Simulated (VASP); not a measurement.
Input of a VASP 6.6.1 run:

INCAR

```
PREC = Accurate
ENCUT = 520
EDIFF = 1E-7
ISMEAR = -1
SIGMA = 0.05
LREAL = F
LASPH = T
NELM = 100
ALGO = Normal
ISIF = 2
LWAVE = F
LCHARG = T
GGA = PS
LELF = T
LVHAR = T
NBANDS = 14
```

File KPOINTS:

```
Automatic mesh
0
Gamma
  9 9 9
```

The input POSCAR:

```
Bi
1.0
   -1.9585853089      1.9585853089      1.9585853089
    1.9585853089     -1.9585853089      1.9585853089
    1.9585853089      1.9585853089     -1.9585853089
Bi
1
Direct
    0.0000000000      0.0000000000      0.0000000000
```

Potentials or basis: VASP PAW PBE potentials, release 64 (Bi_d).

Run with:

```console
$ cat potpaw_PBE.64/Bi_d/POTCAR > POTCAR
$ mpirun -np 1 vasp_std > vasp.out
```

**Question.** Predict the pressure.

**Answer.** -0.1 GPa.

Caveat: the PAW data sets were made with another functional, which shifts forces and pressure a little.
